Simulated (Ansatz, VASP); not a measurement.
## Si in VASP and in Ansatz

```xyz
8
Lattice="3.9600 -2.3793 0.0000 3.9600 2.3793 0.0000 0.0000 0.0000 4.8782" Properties=species:S:1:pos:R:3 pbc="T T T"
Si    3.9600   -1.5663    1.5796
Si    3.9600   -0.8130    4.0187
Si    3.9600    1.5663    3.2986
Si    3.9600    0.8130    0.8595
Si    1.7224    0.0000    0.0000
Si    2.2376    0.0000    2.4391
Si    6.1976    0.0000    0.0000
Si    5.6824    0.0000    2.4391
```

Change from the starting cell: z stretched by +3 %, ions relaxed.

Alike in both runs: functional PBE; k mesh 12 × 12 × 10; occupations fermi-dirac, width 0.05 eV; no spin polarisation.

Ansatz relaxed the structure, and its values are those at the end. VASP's run is a single point on that final structure, the one shown.

```csv
,VASP,Ansatz
version,VASP 6.6.1,Ansatz 0.2.0
potentials or method,"VASP PAW PBE potentials, release 64 (Si)","plane-wave PAW, scalar-relativistic"
plane-wave cutoff (eV),520,420
valence electrons in the cell,32,32
```

```tsv
	VASP	Ansatz	Ansatz less VASP
rms of the force components (eV/Å)	0.004	0.004	+0.0002
```

Ansatz's warnings: stress scf threshold loose.
